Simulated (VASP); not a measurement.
# HC18N in VASP: single point with r2SCAN

Aim: the single point of HC18N with r2SCAN.

All numbers are computed with VASP 6.6.1; they aren't measurements. Logs are shortened: lines on timing, memory, paths and dates and some standing lists are left out, and cuts for length are marked.

## 1. The cell of the first run

The cell holds a slab with vacuum, 20 atoms: a = 7.398 Å, b = 7.398 Å, c = 12.000 Å, α = 90.00°, β = 90.00°, γ = 120.00°.

## 2. Single point, r2SCAN

Input file POSCAR:

```
HC18N
1.0
    7.3980000000      0.0000000000      0.0000000000
   -3.6990000000      6.4068560000      0.0000000000
    0.0000000000      0.0000000000     12.0000000000
C N H
18 1 1
Direct
    0.0024957832     -0.0005775063      0.0792333333
    0.2197748086      0.1060270435      0.1014833333
    0.0128062545      0.3380753368      0.0978166667
    0.2298251321      0.4455383421      0.1019750000
    0.0042303216      0.6716398808      0.0658583333
    0.2158517960      0.7681458737      0.0668500000
    0.3260000639     -0.0103951142      0.0804500000
    0.5465039094      0.0988472349      0.0685333333
    0.3461151942      0.3325656141      0.1140416667
    0.5730249570      0.4483478324      0.0934083333
    0.3371408909      0.6727948935      0.0796750000
    0.5591476031      0.7802578987      0.0766666667
    0.6609056405     -0.0129548721      0.0757166667
    0.8925116242      0.1099759383      0.0717000000
    0.6625852855      0.3239810603      0.0787333333
    0.8910338848      0.4438682561      0.0797250000
    0.6663324672      0.6649439288      0.0715916667
    0.8927607059      0.7888736691      0.0643333333
    0.2679981165      0.1813057762      0.2186166667
    0.1385843916      0.1831163366      0.2393333333
```

Input file INCAR.step1:

```
SYSTEM = HC18N
  PREC = Accurate
  ENCUT = 520
  ISMEAR = -1
  SIGMA = 0.02
  LREAL = Auto
  LASPH = .True.
  NELM = 100
  NBANDS = 55
  GGA = PE
  ALGO = Normal
  EDIFF = 1E-4
  LWAVE = .True.
  LCHARG = .False.
```

Input file INCAR.step2:

```
SYSTEM = HC18N
  PREC = Accurate
  ENCUT = 520
  EDIFF = 1E-7
  ISMEAR = -1
  SIGMA = 0.02
  LREAL = Auto
  LASPH = .True.
  NELM = 100
  ALGO = Normal
  ISIF = 2
  LWAVE = .False.
  LCHARG = .False.
  METAGGA = R2SCAN
  LMIXTAU = .True.
  NBANDS = 55
  ISTART = 1
```

Input file KPOINTS:

```
Automatic mesh
0
Gamma
  2 2 1
  0 0 0
```

Potentials or basis: VASP PAW PBE potentials, release 64 (C, N, H).

Command:

```
cat potpaw_PBE.64/C/POTCAR potpaw_PBE.64/N/POTCAR potpaw_PBE.64/H/POTCAR > POTCAR
cp INCAR.step1 INCAR
mpirun -np 1 vasp_std > vasp.out
cp INCAR.step2 INCAR
mpirun -np 1 vasp_std > vasp.out
```

OUTCAR:

```text
SYSTEM = HC18N
   PREC = Accurate
   ENCUT = 520
   EDIFF = 1E-7
   ISMEAR = -1
   LREAL = Auto
   LASPH = .True.
   NELM = 100
   ISIF = 2
   METAGGA = R2SCAN
   ISTART = 1

 ion  position               nearest neighbor table
   1  0.002  0.999  0.079-  18 1.36  14 1.42   2 1.42
   2  0.220  0.106  0.101-   1 1.42   7 1.45   9 1.46  19 1.49
   3  0.013  0.338  0.098-   4 1.39  16 1.48  14 1.50
   4  0.230  0.446  0.102-   3 1.39   9 1.48  11 1.48
   5  0.004  0.672  0.066-   6 1.36  18 1.47  16 1.47
   6  0.216  0.768  0.067-   5 1.36  11 1.40   7 1.43
   7  0.326  0.990  0.080-   8 1.42   6 1.43   2 1.45
   8  0.547  0.099  0.069-   7 1.42  15 1.45  13 1.45
   9  0.346  0.333  0.114-   2 1.46  10 1.47   4 1.48  19 1.59
  10  0.573  0.448  0.093-  15 1.39  17 1.42   9 1.47
  11  0.337  0.673  0.080-   6 1.40  12 1.42   4 1.48
  12  0.559  0.780  0.077-  13 1.32  11 1.42  17 1.43
  13  0.661  0.987  0.076-  12 1.32   8 1.45  14 1.49
  14  0.893  0.110  0.072-   1 1.42  13 1.49   3 1.50
  15  0.663  0.324  0.079-  10 1.39   8 1.45  16 1.46
  16  0.891  0.444  0.080-  15 1.46   5 1.47   3 1.48
  17  0.666  0.665  0.072-  10 1.42  12 1.43  18 1.46
  18  0.893  0.789  0.064-   1 1.36  17 1.46   5 1.47
  19  0.268  0.181  0.219-  20 1.00   2 1.49   9 1.59
  20  0.139  0.183  0.239-  19 1.00

  LATTYP: Found a hexagonal cell.
 ALAT       =     7.3980000000
 C/A-ratio  =     1.6220600162

  Lattice vectors:

 A1 = (   7.3980000000,   0.0000000000,   0.0000000000)
 A2 = (  -3.6990000000,   6.4068560000,   0.0000000000)
 A3 = (   0.0000000000,   0.0000000000,  12.0000000000)

Analysis of symmetry for initial positions (statically):
=====================================================================
 Subroutine PRICEL returns:
 Original cell was already a primitive cell.

 Routine SETGRP: Setting up the symmetry group for a
 hexagonal supercell.

 Subroutine GETGRP returns: Found  1 space group operations
 (whereof  1 operations were pure point group operations)
 out of a pool of 24 trial point group operations.

The static configuration has the point symmetry C_1 .

Analysis of symmetry for dynamics (positions and initial velocities):
=====================================================================
 Subroutine PRICEL returns:
 Original cell was already a primitive cell.

 Routine SETGRP: Setting up the symmetry group for a
 hexagonal supercell.

 Subroutine GETGRP returns: Found  1 space group operations
 (whereof  1 operations were pure point group operations)
 out of a pool of 24 trial point group operations.

The dynamic configuration has the point symmetry C_1 .

 Subroutine INISYM returns: Found  1 space group operations
 (whereof  1 operations are pure point group operations),
 and found     1 'primitive' translations

----------------------------------------------------------------------------------------

                                     Primitive cell

  volume of cell :     568.7750

  direct lattice vectors                    reciprocal lattice vectors
     7.398000000  0.000000000  0.000000000     0.135171668  0.078041398  0.000000000
    -3.699000000  6.406856000  0.000000000     0.000000000  0.156082796  0.000000000
     0.000000000  0.000000000 12.000000000     0.000000000  0.000000000  0.083333333

  length of vectors
     7.398000000  7.398000054 12.000000000     0.156082797  0.156082796  0.083333333

  position of ions in fractional coordinates (direct lattice)
     0.002495783  0.999422494  0.079233333
     0.219774809  0.106027043  0.101483333
     0.012806254  0.338075337  0.097816667
     0.229825132  0.445538342  0.101975000
     0.004230322  0.671639881  0.065858333
     0.215851796  0.768145874  0.066850000
[... 12 lines left out ...]
     0.267998117  0.181305776  0.218616667
     0.138584392  0.183116337  0.239333333

  ion indices of the primitive-cell ions
   primitive index   ion index
                 1           1
                 2           2
                 3           3
                 4           4
                 5           5
                 6           6
[... 12 lines left out ...]
                19          19
                20          20

----------------------------------------------------------------------------------------

 KPOINTS: Automatic mesh

Automatic generation of k-mesh.
 Grid dimensions read from file:
 generate k-points for:    2    2    1

 Generating k-lattice:

  Cartesian coordinates                     Fractional coordinates (reciprocal lattice)
     0.067585834  0.039020699  0.000000000     0.500000000  0.000000000  0.000000000
     0.000000000  0.078041398  0.000000000     0.000000000  0.500000000  0.000000000
     0.000000000  0.000000000  0.083333333     0.000000000  0.000000000  1.000000000

  Length of vectors
     0.078041399  0.078041398  0.083333333

  Shift w.r.t. Gamma in fractional coordinates (k-lattice)
     0.000000000  0.000000000  0.000000000

 Subroutine IBZKPT returns following result:
 ===========================================

 Found      4 irreducible k-points:

 Following reciprocal coordinates:
            Coordinates               Weight
  0.000000  0.000000  0.000000      1.000000
  0.500000  0.000000  0.000000      1.000000
  0.000000  0.500000  0.000000      1.000000
  0.500000  0.500000  0.000000      1.000000
   k-points           NKPTS =      4   k-points in BZ     NKDIM =      4   number of bands    NBANDS=     55
   number of dos      NEDOS =    301   number of ions     NIONS =     20
   total plane-waves  NPLWV = 282240
   dimension x,y,z NGX =    56 NGY =   56 NGZ =   90
   dimension x,y,z NGXF=   112 NGYF=  112 NGZF=  180
   ions per type =              18   1   1
   NGX,Y,Z   is equivalent  to a cutoff of  12.58, 12.58, 12.47 a.u.
   NGXF,Y,Z  is equivalent  to a cutoff of  25.17, 25.17, 24.94 a.u.
 SYSTEM =  HC18N
   PREC   = accura    normal or accurate (medium, high low for compatibility)
   ISTART =      1    job   : 0-new  1-cont  2-samecut
   ICHARG =      0    charge: 1-file 2-atom 10-const
   ISPIN  =      1    spin polarized calculation?
   LNONCOLLINEAR =      F non collinear calculations
   LSORBIT =      F    spin-orbit coupling
   LASPH  =      T    aspherical Exc in radial PAW
   ENCUT  =  520.0 eV  38.22 Ry    6.18 a.u.  13.76 13.76 22.31*2*pi/ulx,y,z
   NELM   =    100;   NELMIN=  2; NELMDL=  0     # of ELM steps
   EDIFF  = 0.1E-06   stopping-criterion for ELM
   LREAL  =      T    real-space projection
   EDIFFG = 0.1E-05   stopping-criterion for IOM
   NSW    =      0    number of steps for IOM
   IBRION =     -1    ionic relax: 0-MD 1-quasi-New 2-CG
   NFREE  =      0    steps in history (QN), initial steepest desc. (CG)
   ISIF   =      2    stress and relaxation
   ISYM   =      2    0-nonsym 1-usesym 2-fastsym
   POTIM  = 0.5000    time-step for ionic-motion
   TEBEG  =    0.0;   TEEND  =   0.0 temperature during run
   PSTRESS=    0.0 pullay stress
   NELECT =      78.0000    total number of electrons
   NUPDOWN=      -1.0000    fix difference up-down
   EMIN   =  10.00;   EMAX   =-10.00  energy-range for DOS
   EFERMI =   0.00;   METHOD = LEGACY
   ISMEAR =    -1;   SIGMA  =   0.02  broadening in eV -4-tet -1-fermi 0-gaus
   EFERMI_NEDOS =   21; number of points for ismear=-14 and -15
   IALGO  =     38    algorithm
   IMIX   =      4    mixing-type and parameters
     AMIX     =   0.40;   BMIX     =  1.00
     AMIX_MAG =   1.60;   BMIX_MAG =  1.00
  volume/ion in A,a.u.               =      28.44       191.91
  Fermi-wavevector in a.u.,A,eV,Ry     =   0.844228  1.595359  9.697146  0.712720
  Thomas-Fermi vector in A             =   1.959222
   LORBIT       =      0    0 simple, 1 ext, 2 COOP (PROOUT), +10 PAW based schemes
   METAGGA = R2SCAN    functional components
   LHFCALC =     F    Hartree Fock is set to
   AEXX    =    0.0000 exact exchange contribution
   IVDW    =     0    specifies the selected vdW correction
   LEPSILON=     F    determine dielectric tensor
   LRPA    =     F    only Hartree local field effects (RPA)
 non-spin polarized calculation
  energy-cutoff  :      520.00
  volume of cell :      568.78
 maximum number of plane-waves:     15363
 NGX is ok and might be reduce to    56
   NGX = 27   NGY = 27   NGZ = 45

 number of electron      77.9999999 magnetization

 Free energy of the ion-electron system (eV)
  ---------------------------------------------------
  ext. energy  EPLUGINS =         0.00000000
  ---------------------------------------------------
  free energy    TOTEN  =      -186.35201049 eV

  energy without entropy =     -186.35089168  energy(sigma->0) =     -186.35145108

 E-fermi :  -1.7569     XC(G=0):  -3.8467

 val. band max:       -1.8488536091   @ k =   0.0000   0.0000   0.0000
 cond. band min:      -1.6649950662   @ k =   0.0000   0.0000   0.0000
 fundamental gap:      0.1838585429
 Fermi energy:        -1.7569243376

 k-point     1 :       0.0000    0.0000    0.0000
  band No.  band energies     occupation
      1     -24.0159      2.00000
      2     -21.8887      2.00000
      3     -20.0672      2.00000
      4     -19.9593      2.00000
      5     -19.8152      2.00000
      6     -19.6875      2.00000
[... 43 lines left out ...]
     50       4.3837      0.00000
     51       4.8234      0.00000

 k-point     2 :       0.5000    0.0000    0.0000
  band No.  band energies     occupation
      1     -23.9645      2.00000
      2     -21.7772      2.00000
      3     -21.2844      2.00000
      4     -20.3144      2.00000
      5     -19.5555      2.00000
      6     -18.2499      2.00000
[... 43 lines left out ...]
     50       4.5052      0.00000
     51       4.6090      0.00000

 k-point     3 :       0.0000    0.5000    0.0000
  band No.  band energies     occupation
      1     -23.9587      2.00000
      2     -21.9438      2.00000
      3     -20.8998      2.00000
      4     -20.5106      2.00000
      5     -19.6471      2.00000
      6     -18.0695      2.00000
[... 43 lines left out ...]
     50       4.4785      0.00000
     51       4.6519      0.00000

 k-point     4 :       0.5000    0.5000    0.0000
  band No.  band energies     occupation
      1     -23.9640      2.00000
      2     -21.7902      2.00000
      3     -21.2242      2.00000
      4     -20.4653      2.00000
      5     -19.4320      2.00000
      6     -18.0560      2.00000
[... 43 lines left out ...]
     50       4.5005      0.00000
     51       4.5893      0.00000
 [bands above 51 left out]

------------------------ aborting loop because EDIFF is reached ----------------------------------------

  FORCE on cell =-STRESS in cart. coord.  units (eV):
  Direction    XX          YY          ZZ          XY          YZ          ZX
  --------------------------------------------------------------------------------------
  -------------------------------------------------------------------------------------
  Total       -0.9460777      0.4099931     -0.9329118      0.4988896      3.8488566     -1.2207441
  in kB       -2.6649977      1.1549060     -2.6279109      1.4053176     10.8418097     -3.4387032
  external PRESSURE =      -1.3793342 kB  Pullay stress =       0.0000000 kB

 VOLUME and BASIS-vectors are now :
 -----------------------------------------------------------------------------
  energy-cutoff  :      520.00
  volume of cell :      568.78
      direct lattice vectors                 reciprocal lattice vectors
     7.398000000  0.000000000  0.000000000     0.135171668  0.078041398  0.000000000
    -3.699000000  6.406856000  0.000000000     0.000000000  0.156082796  0.000000000
     0.000000000  0.000000000 12.000000000     0.000000000  0.000000000  0.083333333

 POSITION                                       TOTAL-FORCE (eV/Angst)
 -----------------------------------------------------------------------------------
     -3.67840      6.40316      0.95080        -3.383563      1.650464     -1.783110
      1.23370      0.67930      1.21780         1.653653     -1.621238      0.571880
     -1.15580      2.16600      1.17380        -2.157960     -0.868121     -2.355472
      0.05220      2.85450      1.22370        -0.622140      1.853723     -1.082329
     -2.45310      4.30310      0.79030        -2.817979     -3.627062      0.879004
     -1.24450      4.92140      0.80220         1.752512      2.729434      0.963862
[... 12 lines left out ...]
      1.31200      1.16160      2.62340         1.133939      1.454831     -0.763677
      0.34790      1.17320      2.87200        -1.075464      0.243671      0.887269
 -----------------------------------------------------------------------------------
    total drift:                               -0.007198      0.012696      0.042094

  FREE ENERGIE OF THE ION-ELECTRON SYSTEM (eV)
  ---------------------------------------------------
  free  energy   TOTEN  =      -186.3520104873 eV

  energy  without entropy=     -186.3508916786  energy(sigma->0) =     -186.35145108
```

Wall time 13 min (1 thread of Intel Xeon Platinum 8259CL at 2.50GHz (Skylake/Cascade Lake), shared host); peak memory 0.71 GiB.

Results:

| Item | Value |
| --- | --- |
| Free energy | -186.3520 eV |
| Largest force | 5.611 eV/Å |
| Band gap on the k mesh | 0.18 eV, direct |

Forces on the atoms (eV/Å):
```
C   -3.384  1.650 -1.783
C    1.654 -1.621  0.572
C   -2.158 -0.868 -2.355
C   -0.622  1.854 -1.082
C   -2.818 -3.627  0.879
C    1.753  2.729  0.964
C    2.685  0.610 -2.147
C   -0.508 -0.237  2.043
C   -1.220  1.260  1.280
C   -1.618 -1.080 -1.212
C    0.375 -3.495  0.658
C   -0.311 -3.307  0.032
C    0.817  5.326 -1.566
C    0.068 -0.211  2.575
C    1.771  1.690  0.217
C    0.753  0.662 -0.295
C    1.880  1.119  0.977
C    0.827 -4.152  0.121
N    1.134  1.455 -0.764
H   -1.075  0.244  0.887
```

Caveat: the k points lie up to 0.49 Å⁻¹ apart; the PAW data sets were made with another functional, which shifts forces and pressure a little.
